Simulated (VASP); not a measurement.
# KCl (Pm-3m) in VASP: a series of runs

KCl is run at these levels: PBE; tasks: single point.

Everything below comes from runs of VASP 6.6.1. Logs are shortened: lines on timing, memory, paths and dates and some standing lists are left out, and cuts for length are marked.

## Step 1: The cell of the first run

The structure is cubic, space group Pm-3m (No. 221). The conventional cell has a = 3.821 Å, b = 3.821 Å, c = 3.821 Å, α = 90.00°, β = 90.00°, γ = 90.00°. K (site symmetry m-3m) has 8 Cl at 3.31 Å and 6 K at 3.82 Å within 4.4 Å. Within 4.4 Å of Cl (site symmetry m-3m) lie 8 K at 3.31 Å and 6 Cl at 3.82 Å.

## Step 2: Single point, PBE (27.88 Å³/atom)

INCAR

```
PREC = Accurate ; ENCUT = 520
EDIFF = 1E-7 ; ISMEAR = 0
SIGMA = 0.05 ; LREAL = F
LASPH = T ; NELM = 80
ALGO = Normal ; ISIF = 2
LWAVE = F ; LCHARG = T
GGA = PE ; LELF = T
LVHAR = T ; NBANDS = 15
```

KPOINTS

```
Automatic mesh
0
Gamma
  10 10 10
```

POSCAR

```
KCl
1.0
    3.8205405698      0.0000000000      0.0000000000
    0.0000000000      3.8205405698      0.0000000000
    0.0000000000      0.0000000000      3.8205405698
K Cl
1 1
Direct
    0.0000000000      0.0000000000      0.0000000000
    0.5000000000      0.5000000000      0.5000000000
```

Potentials or basis: VASP PAW PBE potentials, release 64 (K_sv, Cl).

Command:

```bash
cat potpaw_PBE.64/K_sv/POTCAR potpaw_PBE.64/Cl/POTCAR > POTCAR
mpirun -np 1 vasp_std > vasp.out
```

OUTCAR:

```text
PREC = Accurate
   ENCUT = 520
   EDIFF = 1E-7
   ISMEAR = 0
   LREAL = F
   LASPH = T
   NELM = 80
   ISIF = 2
   GGA = PE

 ion  position               nearest neighbor table
   1  0.000  0.000  0.000-
   2  0.500  0.500  0.500-

  LATTYP: Found a simple cubic cell.
 ALAT       =     3.8205405698

  Lattice vectors:

 A1 = (   3.8205405698,   0.0000000000,   0.0000000000)
 A2 = (   0.0000000000,   3.8205405698,   0.0000000000)
 A3 = (   0.0000000000,   0.0000000000,   3.8205405698)

Analysis of symmetry for initial positions (statically):
=====================================================================
 Subroutine PRICEL returns:
 Original cell was already a primitive cell.

 Routine SETGRP: Setting up the symmetry group for a
 simple cubic supercell.

 Subroutine GETGRP returns: Found 48 space group operations
 (whereof 48 operations were pure point group operations)
 out of a pool of 48 trial point group operations.

The static configuration has the point symmetry O_h .

Analysis of symmetry for dynamics (positions and initial velocities):
=====================================================================
 Subroutine PRICEL returns:
 Original cell was already a primitive cell.

 Routine SETGRP: Setting up the symmetry group for a
 simple cubic supercell.

 Subroutine GETGRP returns: Found 48 space group operations
 (whereof 48 operations were pure point group operations)
 out of a pool of 48 trial point group operations.

The dynamic configuration has the point symmetry O_h .

 Subroutine INISYM returns: Found 48 space group operations
 (whereof 48 operations are pure point group operations),
 and found     1 'primitive' translations

----------------------------------------------------------------------------------------

                                     Primitive cell

  volume of cell :      55.7666

  direct lattice vectors                    reciprocal lattice vectors
     3.820540570  0.000000000  0.000000000     0.261743065  0.000000000  0.000000000
     0.000000000  3.820540570  0.000000000     0.000000000  0.261743065  0.000000000
     0.000000000  0.000000000  3.820540570     0.000000000  0.000000000  0.261743065

  length of vectors
     3.820540570  3.820540570  3.820540570     0.261743065  0.261743065  0.261743065

  position of ions in fractional coordinates (direct lattice)
     0.000000000  0.000000000  0.000000000
     0.500000000  0.500000000  0.500000000

  ion indices of the primitive-cell ions
   primitive index   ion index
                 1           1
                 2           2

----------------------------------------------------------------------------------------

 KPOINTS: Automatic mesh

Automatic generation of k-mesh.
 Grid dimensions read from file:
 generate k-points for:   10   10   10

 Generating k-lattice:

  Cartesian coordinates                     Fractional coordinates (reciprocal lattice)
     0.026174307  0.000000000  0.000000000     0.100000000  0.000000000  0.000000000
     0.000000000  0.026174307  0.000000000     0.000000000  0.100000000  0.000000000
     0.000000000  0.000000000  0.026174307     0.000000000  0.000000000  0.100000000

  Length of vectors
     0.026174307  0.026174307  0.026174307

  Shift w.r.t. Gamma in fractional coordinates (k-lattice)
     0.000000000  0.000000000  0.000000000

 Subroutine IBZKPT returns following result:
 ===========================================

 Found     56 irreducible k-points:

 Following reciprocal coordinates:
            Coordinates               Weight
  0.000000  0.000000  0.000000      1.000000
  0.100000  0.000000  0.000000      6.000000
  0.200000  0.000000  0.000000      6.000000
  0.300000  0.000000  0.000000      6.000000
  0.400000  0.000000  0.000000      6.000000
  0.500000  0.000000  0.000000      3.000000
[... 16 lines left out ...]
  0.200000  0.100000  0.100000     24.000000
  0.300000  0.100000  0.100000     24.000000
 [... further k-points ...]
   k-points           NKPTS =     56   k-points in BZ     NKDIM =     56   number of bands    NBANDS=     15
   number of dos      NEDOS =    301   number of ions     NIONS =      2
   total plane-waves  NPLWV =  21952
   dimension x,y,z NGX =    28 NGY =   28 NGZ =   28
   dimension x,y,z NGXF=    56 NGYF=   56 NGZF=   56
   ions per type =               1   1
   NGX,Y,Z   is equivalent  to a cutoff of  12.18, 12.18, 12.18 a.u.
   NGXF,Y,Z  is equivalent  to a cutoff of  24.37, 24.37, 24.37 a.u.
 SYSTEM =  unknown system
   PREC   = accura    normal or accurate (medium, high low for compatibility)
   ISTART =      0    job   : 0-new  1-cont  2-samecut
   ICHARG =      2    charge: 1-file 2-atom 10-const
   ISPIN  =      1    spin polarized calculation?
   LNONCOLLINEAR =      F non collinear calculations
   LSORBIT =      F    spin-orbit coupling
   LASPH  =      T    aspherical Exc in radial PAW
   ENCUT  =  520.0 eV  38.22 Ry    6.18 a.u.   7.10  7.10  7.10*2*pi/ulx,y,z
   NELM   =     80;   NELMIN=  2; NELMDL= -5     # of ELM steps
   EDIFF  = 0.1E-06   stopping-criterion for ELM
   LREAL  =      F    real-space projection
   EDIFFG = 0.1E-05   stopping-criterion for IOM
   NSW    =      0    number of steps for IOM
   IBRION =     -1    ionic relax: 0-MD 1-quasi-New 2-CG
   NFREE  =      0    steps in history (QN), initial steepest desc. (CG)
   ISIF   =      2    stress and relaxation
   ISYM   =      2    0-nonsym 1-usesym 2-fastsym
   POTIM  = 0.5000    time-step for ionic-motion
   TEBEG  =    0.0;   TEEND  =   0.0 temperature during run
   PSTRESS=    0.0 pullay stress
   NELECT =      16.0000    total number of electrons
   NUPDOWN=      -1.0000    fix difference up-down
   EMIN   =  10.00;   EMAX   =-10.00  energy-range for DOS
   EFERMI =   0.00;   METHOD = LEGACY
   ISMEAR =     0;   SIGMA  =   0.05  broadening in eV -4-tet -1-fermi 0-gaus
   EFERMI_NEDOS =   21; number of points for ismear=-14 and -15
   IALGO  =     38    algorithm
   IMIX   =      4    mixing-type and parameters
     AMIX     =   0.40;   BMIX     =  1.00
     AMIX_MAG =   1.60;   BMIX_MAG =  1.00
  volume/ion in A,a.u.               =      27.88       188.17
  Fermi-wavevector in a.u.,A,eV,Ry     =   1.079750  2.040432 15.862499  1.165861
  Thomas-Fermi vector in A             =   2.215724
   LORBIT       =      0    0 simple, 1 ext, 2 COOP (PROOUT), +10 PAW based schemes
   GGA     = PE    functional components
   LHFCALC =     F    Hartree Fock is set to
   AEXX    =    0.0000 exact exchange contribution
   IVDW    =     0    specifies the selected vdW correction
   LEPSILON=     F    determine dielectric tensor
   LRPA    =     F    only Hartree local field effects (RPA)
 non-spin polarized calculation
 Gauss-broadening in eV      SIGMA  =   0.05
  energy-cutoff  :      520.00
  volume of cell :       55.77
 maximum number of plane-waves:      1517
   NGX = 15   NGY = 15   NGZ = 15

 number of electron      16.0000008 magnetization

 Free energy of the ion-electron system (eV)
  ---------------------------------------------------
  ext. energy  EPLUGINS =         0.00000000
  ---------------------------------------------------
  free energy    TOTEN  =        -6.65457400 eV

  energy without entropy =       -6.65457400  energy(sigma->0) =       -6.65457400

 E-fermi :  -0.4386     XC(G=0):  -8.1347

 val. band max:       -0.7611793204   @ k =   0.5000   0.5000   0.0000
 cond. band min:       4.0967629395   @ k =   0.0000   0.0000   0.0000
 fundamental gap:      4.8579422599
 Fermi energy:        -0.4385572953

 k-point     1 :       0.0000    0.0000    0.0000
  band No.  band energies     occupation
      1     -28.7988      2.00000
      2     -13.3551      2.00000
      3     -12.1825      2.00000
      4     -12.1825      2.00000
      5     -12.1825      2.00000
      6      -0.9671      2.00000
      7      -0.9671      2.00000
      8      -0.9671      2.00000
      9       4.0968      0.00000
     10       5.7962      0.00000
     11       5.7962      0.00000
     12       9.9184      0.00000
     13       9.9184      0.00000
     14       9.9184      0.00000
     15      12.9138      0.00000

 k-point     2 :       0.1000    0.0000    0.0000
  band No.  band energies     occupation
      1     -28.7969      2.00000
      2     -13.3719      2.00000
      3     -12.1794      2.00000
      4     -12.1794      2.00000
      5     -12.1695      2.00000
      6      -1.1645      2.00000
      7      -0.9679      2.00000
      8      -0.9679      2.00000
      9       4.3385      0.00000
     10       5.8786      0.00000
     11       6.0039      0.00000
     12       9.8769      0.00000
     13       9.8769      0.00000
     14       9.9664      0.00000
     15      12.5165      0.00000

 k-point     3 :       0.2000    0.0000    0.0000
  band No.  band energies     occupation
      1     -28.7919      2.00000
      2     -13.4163      2.00000
      3     -12.1715      2.00000
      4     -12.1715      2.00000
      5     -12.1336      2.00000
      6      -1.6174      2.00000
      7      -0.9702      2.00000
      8      -0.9702      2.00000
      9       4.9434      0.00000
     10       6.1198      0.00000
     11       6.5498      0.00000
     12       9.7923      0.00000
     13       9.7923      0.00000
     14      10.1000      0.00000
     15      11.6167      0.00000
[... 343 lines left out ...]
 k-point    23 :       0.2000    0.1000    0.1000
  band No.  band energies     occupation
      1     -28.7881      2.00000
      2     -13.4066      2.00000
      3     -12.2223      2.00000
      4     -12.1930      2.00000
      5     -12.0797      2.00000
      6      -1.5953      2.00000
      7      -1.1264      2.00000
      8      -1.0969      2.00000
      9       5.2948      0.00000
     10       6.4153      0.00000
     11       6.7352      0.00000
     12       9.4235      0.00000
     13       9.4835      0.00000
     14      10.2158      0.00000
     15      12.0348      0.00000

 k-point    24 :       0.3000    0.1000    0.1000
  band No.  band energies     occupation
      1     -28.7820      2.00000
      2     -13.4347      2.00000
      3     -12.2171      2.00000
      4     -12.1825      2.00000
      5     -12.0667      2.00000
      6      -2.0273      2.00000
      7      -1.0997      2.00000
      8      -1.0897      2.00000
      9       5.9672      0.00000
     10       6.7159      0.00000
     11       7.3200      0.00000
     12       9.3071      0.00000
     13       9.3289      0.00000
     14       9.9802      0.00000
     15      11.3176      0.00000

 [... further k-points ...]
[... 5 lines left out ...]
  --------------------------------------------------------------------------------------
  -------------------------------------------------------------------------------------
  Total        0.0829951      0.0829951      0.0829951     -0.0000000     -0.0000000      0.0000000
  in kB        2.3844514      2.3844514      2.3844514     -0.0000000     -0.0000000      0.0000000
  external PRESSURE =       2.3844514 kB  Pullay stress =       0.0000000 kB

 VOLUME and BASIS-vectors are now :
 -----------------------------------------------------------------------------
  energy-cutoff  :      520.00
  volume of cell :       55.77
      direct lattice vectors                 reciprocal lattice vectors
     3.820540570  0.000000000  0.000000000     0.261743065  0.000000000  0.000000000
     0.000000000  3.820540570  0.000000000     0.000000000  0.261743065  0.000000000
     0.000000000  0.000000000  3.820540570     0.000000000  0.000000000  0.261743065

 POSITION                                       TOTAL-FORCE (eV/Angst)
 -----------------------------------------------------------------------------------
      0.00000      0.00000      0.00000         0.000000      0.000000      0.000000
      1.91027      1.91027      1.91027         0.000000      0.000000      0.000000
 -----------------------------------------------------------------------------------
    total drift:                               -0.000000      0.000000      0.000000

  FREE ENERGIE OF THE ION-ELECTRON SYSTEM (eV)
  ---------------------------------------------------
  free  energy   TOTEN  =        -6.6545740000 eV

  energy  without entropy=       -6.6545740000  energy(sigma->0) =       -6.65457400
```

It took 48 s on 1 thread of Intel Xeon 8259CL, shared host; peak memory 0.18 GiB.

What came out:

```
Free energy            : -6.6546 eV
Pressure               : 0.2 GPa
Band gap on the k mesh : 4.86 eV (least direct gap 5.06 eV)
```

(Part 1 of 2 ends here.)
